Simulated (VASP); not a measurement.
A run of VASP 6.6.1:

Contents of INCAR:

```
SYSTEM = Rh
PREC = Accurate
ENCUT = 520
EDIFF = 1E-8
ISMEAR = -1
SIGMA = 0.03
LREAL = .FALSE.
LASPH = .TRUE.
NELM = 100
ALGO = Normal
ISIF = 2
LWAVE = .FALSE.
LCHARG = .FALSE.
LEFG = .TRUE.
NBANDS = 14
```

The input KPOINTS:

```
regular mesh
0
G
  16 16 16
  0 0 0
```

POSCAR

```
Rh
1.0
    0.0000000000      1.8758502280      1.8758502280
    1.8758502280      0.0000000000      1.8758502280
    1.8758502280      1.8758502280      0.0000000000
Rh
1
Direct
    0.0000000000      0.0000000000      0.0000000000
```

Potentials or basis: VASP PAW LDA potentials, release 64 (Rh_pv).

The run is started by

```console
$ cat potpaw_LDA.64/Rh_pv/POTCAR > POTCAR
$ mpirun -np 1 vasp_std > vasp.out
```

Hardware: 1 thread of AMD EPYC 7R13 (shared host).

**Question.** Estimate the wall time of this run.

**Answer.** Run time: 23 s on 1 thread of AMD EPYC 7R13 (shared host), peak memory 0.11 GiB. Counts: scf iterations 12, k points 145.
